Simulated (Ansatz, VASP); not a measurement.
**Two plane-wave programs on W**

The input INCAR:

```
SYSTEM = W
ALGO = Normal ; EDIFF = 1E-7
ENCUT = 520 ; GGA = RP
ISIF = 2 ; ISMEAR = -1
LASPH = .True. ; LCHARG = .False.
LREAL = .False. ; LWAVE = .False.
NBANDS = 28 ; NELM = 100
PREC = Accurate ; SIGMA = 0.1
```

KPOINTS

```
k-points
0
Gamma
  9 9 13
  0 0 0
```

Contents of POSCAR:

```
W
1.0
    4.7691271158      0.0000000000      0.0000000000
   -2.3845635579      4.1301852362      0.0000000000
    0.0000000000      0.0000000000      2.6557757925
W
3
Direct
    0.0000000000      0.0000000000      0.0000000000
    0.3333333333      0.6666666667      0.5000000000
    0.6666666667      0.3333333333      0.5000000000
```

Input for Ansatz:

```yaml
crystal:
  lattice:
    - [4.7691271158, 0.0, 0.0]
    - [-2.3845635579, 4.1301852362, 0.0]
    - [0.0, 0.0, 2.6557757925]
  atoms:
    - { symbol: W, position: [0.0, 0.0, 0.0] }
    - { symbol: W, position: [0.3333333333, 0.6666666667, 0.5] }
    - { symbol: W, position: [0.6666666667, 0.3333333333, 0.5] }
hamiltonian:
  xc: rpbe
  pseudopotentials:
    kind: paw
    azcp:
      W: "pseudopotentials/W.paw.azcp"
basis:
  ecutwfc: 420
  fft_grid_basis: typed
kpoints:
  mp_grid: { grid: [9, 9, 13], shift: [0, 0, 0] }
magnetization:
  spin_polarized: false
scf:
  occupations: { method: fermi_dirac, width: 0.1 }
  lower_state_search: "off"
output:
  stress: true
  write_density: true
  write_potential: true
  elf: true
  volumetric_format: npy
```

Alike in both runs: task single point; functional RPBE; k mesh 9 × 9 × 13; occupations fermi-dirac, width 0.1 eV; no spin polarisation.

|  | VASP | Ansatz |
| --- | --- | --- |
| version | VASP 6.6.1 | Ansatz 0.2.0 |
| potentials or method | VASP PAW PBE potentials, release 64 (W_sv), cutoff 520 eV | plane waves (420 eV) with PAW, scalar-relativistic |
| valence electrons in the cell | 42 | 42 |

```tsv
	VASP	Ansatz	Ansatz less VASP
pressure (GPa)	-9.2	-9.5	-0.36
traceless stress, the component that is largest in VASP (GPa)	-1.28	-1.52	-0.236
```

VASP's potentials were made for PBE, not for RPBE.

Neither program's run includes spin-orbit coupling.
